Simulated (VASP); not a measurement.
Runs of VASP 6.6.1 on BaTiO3. The structure is that of space group Pm-3m (No. 221), or close to it. The cells are those of the table. 

| potentials or basis | cell | cutoff (eV) | gap on the mesh (eV) | pressure (GPa) |
| --- | --- | --- | --- | --- |
| VASP PAW PBE potentials, release 64 (Ba_sv, Ti_sv, O_h) | a = 3.764 Å, 5 atoms | 1340 | (c) | 53.3 |
| VASP PAW PBE potentials, release 64 (Ba_sv, Ti_sv, O) | a = 4.019, b = 4.019, c = 3.939 Å, 5 atoms | 520 | 1.72 | (b) |
| VASP PAW PBE potentials, release 64 (Ba_sv, Ti_sv, O_h) | a = 3.988 Å, 5 atoms | 1340 | 1.77 | (a) |
| VASP PAW PBE potentials, release 64 (Ba_sv, Ti_sv, O) | a = 4.019, b = 4.019, c = 4.059 Å, 5 atoms | 520 | 1.68 | 0.1 |
| VASP PAW PBE potentials, release 64 (Ba_sv, Ti_sv, O) | a = 4.019 Å, 5 atoms | 520 | 1.72 | 1.7 |

Alike in all rows: task single point; level PBE; no spin polarisation; k mesh 8 × 8 × 8; smearing gaussian 0.02 eV.

Fill in the values left out.

(a) 5.7; (b) 5.4; (c) 1.99.

Caveats: spin-orbit coupling is left out, which moves the levels of the heavy elements; the cell stands under pressure (at least some runs).

A k mesh can miss the band edges, and the runs leave out spin-orbit coupling on Ba.
